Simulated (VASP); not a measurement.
# AlN (P6_3mc) in VASP: further runs, part 2 of 2

VASP 6.6.1. The steps go on from the part before.

## 3. Relaxation of the atoms, PBE

This run uses another cell than the first one, of 10.39 Å³/atom.

INCAR reads:

```
ALGO = Normal
EDIFF = 1E-6
EDIFFG = -0.01
ENCUT = 520
GGA = PE
IBRION = 2
ISIF = 2
ISMEAR = 0
LASPH = True
LCHARG = False
LREAL = False
LWAVE = False
NELM = 60
NSW = 50
PREC = Accurate
SIGMA = 0.05
```

KPOINTS reads:

```
k-points
0
Gamma
  9 9 6
```

POSCAR reads:

```
AlN
1.0
    3.2238000000      0.0000000000      0.0000000000
   -1.6119000000      2.7918926967      0.0000000000
    0.0000000000      0.0000000000      4.6156000000
Al N
2 2
Direct
    0.3333333333      0.6666666667      0.0017290859
    0.6666666667      0.3333333333      0.5017290859
    0.3333333333      0.6666666667      0.3832709141
    0.6666666667      0.3333333333      0.8832709141
```

Potentials or basis: VASP PAW PBE potentials, release 64 (Al, N).

Run with:

```console
> cat potpaw_PBE.64/Al/POTCAR potpaw_PBE.64/N/POTCAR > POTCAR
> mpirun -np 1 vasp_std > vasp.out
```

OUTCAR:

```text
EDIFF = 1E-6
   EDIFFG = -0.01
   ENCUT = 520
   GGA = PE
   IBRION = 2
   ISIF = 2
   ISMEAR = 0
   LASPH = True
   LREAL = False
   NELM = 60
   NSW = 50
   PREC = Accurate

 ion  position               nearest neighbor table
   1  0.333  0.667  0.002-   3 1.76   4 1.94   4 1.94   4 1.94   2 2.96   2 2.96   2 2.96   2 2.96
                             2 2.96   2 2.96
   2  0.667  0.333  0.502-   4 1.76   3 1.94   3 1.94   3 1.94   1 2.96   1 2.96   1 2.96   1 2.96
                             1 2.96   1 2.96
   3  0.333  0.667  0.383-   1 1.76   2 1.94   2 1.94   2 1.94
   4  0.667  0.333  0.883-   2 1.76   1 1.94   1 1.94   1 1.94

  LATTYP: Found a hexagonal cell.
 ALAT       =     3.2238000000
 C/A-ratio  =     1.4317265339

  Lattice vectors:

 A1 = (   3.2238000000,   0.0000000000,   0.0000000000)
 A2 = (  -1.6119000000,   2.7918926967,   0.0000000000)
 A3 = (   0.0000000000,   0.0000000000,   4.6156000000)

Analysis of symmetry for initial positions (statically):
=====================================================================
 Subroutine PRICEL returns:
 Original cell was already a primitive cell.

 Routine SETGRP: Setting up the symmetry group for a
 hexagonal supercell.

 Subroutine GETGRP returns: Found 12 space group operations
 (whereof  6 operations were pure point group operations)
 out of a pool of 24 trial point group operations.

The static configuration has the point symmetry C_3v.
 The point group associated with its full space group is C_6v.

Analysis of symmetry for dynamics (positions and initial velocities):
=====================================================================
 Subroutine PRICEL returns:
 Original cell was already a primitive cell.

 Routine SETGRP: Setting up the symmetry group for a
 hexagonal supercell.

 Subroutine GETGRP returns: Found 12 space group operations
 (whereof  6 operations were pure point group operations)
 out of a pool of 24 trial point group operations.

The dynamic configuration has the point symmetry C_3v.
 The point group associated with its full space group is C_6v.

 Subroutine INISYM returns: Found 12 space group operations
 (whereof  6 operations are pure point group operations),
 and found     1 'primitive' translations

----------------------------------------------------------------------------------------

                                     Primitive cell

  volume of cell :      41.5427

  direct lattice vectors                    reciprocal lattice vectors
     3.223800000  0.000000000  0.000000000     0.310192940  0.179089977  0.000000000
    -1.611900000  2.791892697  0.000000000     0.000000000  0.358179955  0.000000000
     0.000000000  0.000000000  4.615600000     0.000000000  0.000000000  0.216656556

  length of vectors
     3.223800000  3.223800000  4.615600000     0.358179955  0.358179955  0.216656556

  position of ions in fractional coordinates (direct lattice)
     0.333333333  0.666666667  0.001729086
     0.666666667  0.333333333  0.501729086
     0.333333333  0.666666667  0.383270914
     0.666666667  0.333333333  0.883270914

[... 67 lines left out ...]
   NGXF,Y,Z  is equivalent  to a cutoff of  24.75, 24.75, 25.93 a.u.
 SYSTEM =  unknown system
   PREC   = accura    normal or accurate (medium, high low for compatibility)
   ISTART =      0    job   : 0-new  1-cont  2-samecut
   ICHARG =      2    charge: 1-file 2-atom 10-const
   ISPIN  =      1    spin polarized calculation?
   LNONCOLLINEAR =      F non collinear calculations
   LSORBIT =      F    spin-orbit coupling
   LASPH  =      T    aspherical Exc in radial PAW
   ENCUT  =  520.0 eV  38.22 Ry    6.18 a.u.   5.99  5.99  8.58*2*pi/ulx,y,z
   NELM   =     60;   NELMIN=  2; NELMDL= -5     # of ELM steps
   EDIFF  = 0.1E-05   stopping-criterion for ELM
   LREAL  =      F    real-space projection
   EDIFFG = -.1E-01   stopping-criterion for IOM
   NSW    =     50    number of steps for IOM
   IBRION =      2    ionic relax: 0-MD 1-quasi-New 2-CG
   NFREE  =      1    steps in history (QN), initial steepest desc. (CG)
   ISIF   =      2    stress and relaxation
   ISYM   =      2    0-nonsym 1-usesym 2-fastsym
   POTIM  = 0.5000    time-step for ionic-motion
   TEBEG  =    0.0;   TEEND  =   0.0 temperature during run
   PSTRESS=    0.0 pullay stress
   NELECT =      16.0000    total number of electrons
   NUPDOWN=      -1.0000    fix difference up-down
   EMIN   =  10.00;   EMAX   =-10.00  energy-range for DOS
   EFERMI =   0.00;   METHOD = LEGACY
   ISMEAR =     0;   SIGMA  =   0.05  broadening in eV -4-tet -1-fermi 0-gaus
   EFERMI_NEDOS =   21; number of points for ismear=-14 and -15
   IALGO  =     38    algorithm
   IMIX   =      4    mixing-type and parameters
     AMIX     =   0.40;   BMIX     =  1.00
     AMIX_MAG =   1.60;   BMIX_MAG =  1.00
  volume/ion in A,a.u.               =      10.39        70.09
  Fermi-wavevector in a.u.,A,eV,Ry     =   1.191104  2.250861 19.302990  1.418730
  Thomas-Fermi vector in A             =   2.327174
   LORBIT       =      0    0 simple, 1 ext, 2 COOP (PROOUT), +10 PAW based schemes
   GGA     = PE    functional components
   LHFCALC =     F    Hartree Fock is set to
   AEXX    =    0.0000 exact exchange contribution
   IVDW    =     0    specifies the selected vdW correction
   LEPSILON=     F    determine dielectric tensor
   LRPA    =     F    only Hartree local field effects (RPA)
 conjugate gradient relaxation of ions
 non-spin polarized calculation
 Gauss-broadening in eV      SIGMA  =   0.05
  energy-cutoff  :      520.00
  volume of cell :       41.54
 maximum number of plane-waves:      1140
 NGX is ok and might be reduce to    24
   NGX = 11   NGY = 11   NGZ = 17

--------------------------------------- Ionic step        1  -------------------------------------------

 number of electron      16.0000003 magnetization

 Free energy of the ion-electron system (eV)
  ---------------------------------------------------
  ext. energy  EPLUGINS =         0.00000000
  ---------------------------------------------------
  free energy    TOTEN  =       -29.29725291 eV

  energy without entropy =      -29.29725291  energy(sigma->0) =      -29.29725291

------------------------ aborting loop because EDIFF is reached ----------------------------------------

  FORCE on cell =-STRESS in cart. coord.  units (eV):
  Direction    XX          YY          ZZ          XY          YZ          ZX
  --------------------------------------------------------------------------------------
  -------------------------------------------------------------------------------------
  Total       -2.3778194     -2.3778194     10.3877647      0.0000000      0.0000000      0.0000000
  in kB      -91.7053088    -91.7053088    400.6246870      0.0000000      0.0000000      0.0000000
  external PRESSURE =      72.4046898 kB  Pullay stress =       0.0000000 kB
[... 139 lines left out ...]
--------------------------------------- Ionic step        5  -------------------------------------------

 number of electron      16.0000003 magnetization

 Free energy of the ion-electron system (eV)
  ---------------------------------------------------
  ext. energy  EPLUGINS =         0.00000000
  ---------------------------------------------------
  free energy    TOTEN  =       -29.54499170 eV

  energy without entropy =      -29.54499170  energy(sigma->0) =      -29.54499170

 E-fermi :   7.1237     XC(G=0): -10.9411

 val. band max:        6.9177689369   @ k =   0.0000   0.0000   0.0000
 cond. band min:      10.4453128253   @ k =   0.0000   0.0000   0.0000
 fundamental gap:      3.5275438884
 Fermi energy:         7.1237486888

 k-point     1 :       0.0000    0.0000    0.0000
  band No.  band energies     occupation
      1      -9.0052      2.00000
      2      -6.3197      2.00000
      3       0.5970      2.00000
      4       4.8083      2.00000
      5       4.8083      2.00000
      6       5.8400      2.00000
      7       5.8400      2.00000
      8       6.9178      2.00000
      9      10.4453      0.00000
     10      12.0557      0.00000
     11      16.3831      0.00000
     12      16.3831      0.00000
[... 331 lines left out ...]
 k-point    24 :       0.3333    0.3333    0.1667
  band No.  band energies     occupation
      1      -6.5537      2.00000
      2      -6.5537      2.00000
      3       1.3305      2.00000
      4       1.9846      2.00000
      5       1.9846      2.00000
      6       3.8904      2.00000
      7       4.6344      2.00000
      8       4.6344      2.00000
      9      12.4491      0.00000
     10      14.2240      0.00000
     11      15.4633      0.00000
     12      15.4633      0.00000

 [... further k-points ...]

------------------------ aborting loop because EDIFF is reached ----------------------------------------

  FORCE on cell =-STRESS in cart. coord.  units (eV):
  Direction    XX          YY          ZZ          XY          YZ          ZX
  --------------------------------------------------------------------------------------
  -------------------------------------------------------------------------------------
  Total       -1.1630912     -1.1630912      3.6091544      0.0000000      0.0000000      0.0000000
  in kB      -44.8569137    -44.8569137    139.1941773      0.0000000      0.0000000      0.0000000
  external PRESSURE =      16.4934500 kB  Pullay stress =       0.0000000 kB
[... 19 lines left out ...]
  FREE ENERGIE OF THE ION-ELECTRON SYSTEM (eV)
  ---------------------------------------------------
  free  energy   TOTEN  =       -29.5449916989 eV

  energy  without entropy=      -29.5449916989  energy(sigma->0) =      -29.54499170

 reached required accuracy - stopping structural energy minimisation
```

It took 32 s on 1 thread of Intel Xeon Platinum 8488C (Sapphire Rapids), shared host; peak memory 0.16 GiB.

Results:

| Item | Value |
| --- | --- |
| Free energy | -29.5450 eV |
| Energy gained by relaxing | 61.9 meV/atom |
| Ionic steps | 5 |
| Pressure after relaxing | 1.6 GPa |
| Band gap on the k mesh | 3.53 eV |

Stress tensor (GPa, compression positive):
```
-4.49  0.00  0.00
 0.00 -4.49  0.00
 0.00  0.00 13.92
```

The path:
```tsv
step	energy change (eV)	largest force (eV/Å)	pressure (GPa)
1	0.0000	2.1496	7.24
2	-0.2040	0.5330	0.31
3	-0.2477	0.0159	1.70
4	-0.2477	0.0112	1.63
5	-0.2477	0.0004	1.65
```

Final structure:
```cif
data_structure
_symmetry_space_group_name_H-M 'P 1'
_symmetry_Int_Tables_number 1
_cell_length_a 3.2238
_cell_length_b 3.2238
_cell_length_c 4.6156
_cell_angle_alpha 90.000
_cell_angle_beta 90.000
_cell_angle_gamma 120.000
_cell_volume 41.54
loop_
_atom_site_label
_atom_site_type_symbol
_atom_site_fract_x
_atom_site_fract_y
_atom_site_fract_z
_atom_site_occupancy
Al1 Al 0.33333 0.66667 0.98722 1
Al2 Al 0.66667 0.33333 0.48722 1
N1 N 0.33333 0.66667 0.39778 1
N2 N 0.66667 0.33333 0.89778 1
```

As with any semilocal functional, this PBE gap is likely too small.

## 4. Relaxation of the atoms, PBE

This run uses another cell than the first one, of 11.96 Å³/atom.

INCAR reads:

```
PREC = Accurate ; ENCUT = 520
EDIFF = 1E-6 ; ISMEAR = 0
SIGMA = 0.05 ; LREAL = F
LASPH = T ; NELM = 80
ALGO = Normal ; ISIF = 2
LWAVE = F ; LCHARG = F
GGA = PE ; IBRION = 2
NSW = 50 ; EDIFFG = -0.01
```

KPOINTS reads:

```
Automatic mesh
0
Gamma
  9 9 6
```

POSCAR reads:

```
AlN
1.0
    3.1925000000      0.0000000000      0.0000000000
   -1.5962500000      2.7647861016      0.0000000000
    0.0000000000      0.0000000000      5.4183000000
Al N
2 2
Direct
    0.3333333333      0.6666666667      0.0017290859
    0.6666666667      0.3333333333      0.5017290859
    0.3333333333      0.6666666667      0.3832709141
    0.6666666667      0.3333333333      0.8832709141
```

Potentials or basis: VASP PAW PBE potentials, release 64 (Al, N).

Run with:

```console
> cat potpaw_PBE.64/Al/POTCAR potpaw_PBE.64/N/POTCAR > POTCAR
> mpirun -np 1 vasp_std > vasp.out
```

OUTCAR:

```text
PREC = Accurate
   ENCUT = 520
   EDIFF = 1E-6
   ISMEAR = 0
   LREAL = F
   LASPH = T
   NELM = 80
   ISIF = 2
   GGA = PE
   IBRION = 2
   NSW = 50
   EDIFFG = -0.01

 ion  position               nearest neighbor table
   1  0.333  0.667  0.002-   4 1.95   4 1.95   4 1.95   3 2.07   2 3.28   2 3.28   2 3.28   2 3.28
                             2 3.28   2 3.28
   2  0.667  0.333  0.502-   3 1.95   3 1.95   3 1.95   4 2.07   1 3.28   1 3.28   1 3.28   1 3.28
                             1 3.28   1 3.28
   3  0.333  0.667  0.383-   2 1.95   2 1.95   2 1.95   1 2.07
   4  0.667  0.333  0.883-   1 1.95   1 1.95   1 1.95   2 2.07

  LATTYP: Found a hexagonal cell.
 ALAT       =     3.1925000000
 C/A-ratio  =     1.6971965544

  Lattice vectors:

 A1 = (   3.1925000000,   0.0000000000,   0.0000000000)
 A2 = (  -1.5962500000,   2.7647861016,   0.0000000000)
 A3 = (   0.0000000000,   0.0000000000,   5.4183000000)

Analysis of symmetry for initial positions (statically):
=====================================================================
 Subroutine PRICEL returns:
 Original cell was already a primitive cell.

 Routine SETGRP: Setting up the symmetry group for a
 hexagonal supercell.

 Subroutine GETGRP returns: Found 12 space group operations
 (whereof  6 operations were pure point group operations)
 out of a pool of 24 trial point group operations.

The static configuration has the point symmetry C_3v.
[... 247 lines left out ...]
 Free energy of the ion-electron system (eV)
  ---------------------------------------------------
  ext. energy  EPLUGINS =         0.00000000
  ---------------------------------------------------
  free energy    TOTEN  =       -29.38571764 eV

  energy without entropy =      -29.38571764  energy(sigma->0) =      -29.38571764

 E-fermi :   5.0843     XC(G=0): -10.3376

 val. band max:        4.8326622400   @ k =   0.0000   0.0000   0.0000
 cond. band min:       7.8683475792   @ k =   0.0000   0.0000   0.0000
 fundamental gap:      3.0356853392
 Fermi energy:         5.0843480998

 k-point     1 :       0.0000    0.0000    0.0000
  band No.  band energies     occupation
      1      -9.4968      2.00000
      2      -7.9430      2.00000
      3      -0.6631      2.00000
      4       4.3550      2.00000
      5       4.3550      2.00000
      6       4.6757      2.00000
      7       4.8327      2.00000
      8       4.8327      2.00000
      9       7.8683      0.00000
     10      10.9467      0.00000
     11      14.1207      0.00000
     12      15.6043      0.00000
[... 331 lines left out ...]
 k-point    24 :       0.3333    0.3333    0.1667
  band No.  band energies     occupation
      1      -7.3932      2.00000
      2      -7.3932      2.00000
      3       0.8423      2.00000
      4       1.0354      2.00000
      5       1.0354      2.00000
      6       2.4022      2.00000
      7       3.1303      2.00000
      8       3.1303      2.00000
      9       9.9337      0.00000
     10      12.6440      0.00000
     11      12.9666      0.00000
     12      12.9666      0.00000

 [... further k-points ...]

------------------------ aborting loop because EDIFF is reached ----------------------------------------

  FORCE on cell =-STRESS in cart. coord.  units (eV):
  Direction    XX          YY          ZZ          XY          YZ          ZX
  --------------------------------------------------------------------------------------
  -------------------------------------------------------------------------------------
  Total       -3.8822981     -3.8822981     -7.9017740      0.0000000      0.0000000      0.0000000
  in kB     -130.0600652   -130.0600652   -264.7156982      0.0000000      0.0000000      0.0000000
  external PRESSURE =    -174.9452762 kB  Pullay stress =       0.0000000 kB
[... 19 lines left out ...]
  FREE ENERGIE OF THE ION-ELECTRON SYSTEM (eV)
  ---------------------------------------------------
  free  energy   TOTEN  =       -29.3857176413 eV

  energy  without entropy=      -29.3857176413  energy(sigma->0) =      -29.38571764

 reached required accuracy - stopping structural energy minimisation
```

OSZICAR:

```text
N       E                     dE             d eps       ncg     rms          rms(c)
DAV:   1     0.520649216085E+02    0.52065E+02   -0.73123E+03  1152   0.117E+03
DAV:   2    -0.294003007880E+02   -0.81465E+02   -0.73957E+02  1748   0.212E+02
[... 20 lines left out ...]
       N       E                     dE             d eps       ncg     rms          rms(c)
DAV:   1    -0.293855581435E+02   -0.42131E-03   -0.17407E-01  1152   0.381E+00    0.597E-02
DAV:   2    -0.293857737061E+02   -0.21556E-03   -0.28333E-03  1392   0.438E-01    0.386E-02
DAV:   3    -0.293857286228E+02    0.45083E-04   -0.45539E-05  1412   0.777E-02    0.206E-02
DAV:   4    -0.293857167608E+02    0.11862E-04   -0.69529E-05  1552   0.792E-02    0.611E-03
DAV:   5    -0.293857175753E+02   -0.81454E-06   -0.13830E-05  1244   0.339E-02    0.436E-03
DAV:   6    -0.293857176413E+02   -0.65998E-07   -0.38993E-07   656   0.623E-03
   3 F= -.29385718E+02 E0= -.29385718E+02  d E =-.481852E-02
```

Wall time 56 s (1 thread of Intel Xeon 8259CL, shared host); peak memory 0.17 GiB.

Results:

```
Free energy               : -29.3857 eV
Energy gained by relaxing : 1.2 meV/atom
Ionic steps               : 3
Pressure after relaxing   : -17.5 GPa
Band gap on the k mesh    : 3.04 eV
```

Step by step:
```
step  energy change (eV)  largest force (eV/Å)  pressure (GPa)
   1              0.0000                0.1795          -17.16
   2             -0.0042                0.0638          -17.39
   3             -0.0048                0.0000          -17.49
```

Final structure:
```
Al N
1.0
     3.19250    0.00000    0.00000
    -1.59625    2.76479    0.00000
     0.00000    0.00000    5.41830
Al N
2 2
Direct
  0.33333 0.66667 0.00416
  0.66667 0.33333 0.50416
  0.33333 0.66667 0.38084
  0.66667 0.33333 0.88084
```

## 5. Summary

```csv
cell,gap on the mesh (eV),pressure (GPa)
"atoms relaxed from a = 3.067, b = 3.067, c = 5.017 Å, angles 90.0, 90.0, 120.0°, 4 atoms",4.50,8.5
"atoms relaxed from a = 3.224, b = 3.224, c = 4.616 Å, angles 90.0, 90.0, 120.0°, 4 atoms",3.53,1.6
"atoms relaxed from a = 3.192, b = 3.193, c = 5.418 Å, angles 90.0, 90.0, 120.0°, 4 atoms",3.04,-17.5
```

Alike in all rows: task relaxation of the atoms; level PBE; potentials or basis VASP PAW PBE potentials, release 64 (Al, N); no spin polarisation; k mesh 9 × 9 × 6; cutoff (eV) 520; smearing gaussian 0.05 eV.

Caveats: an odd mesh through Γ misses points on the zone boundary, where band edges can lie (at least some runs).

Absolute energies hang on the potentials; compare differences alone.
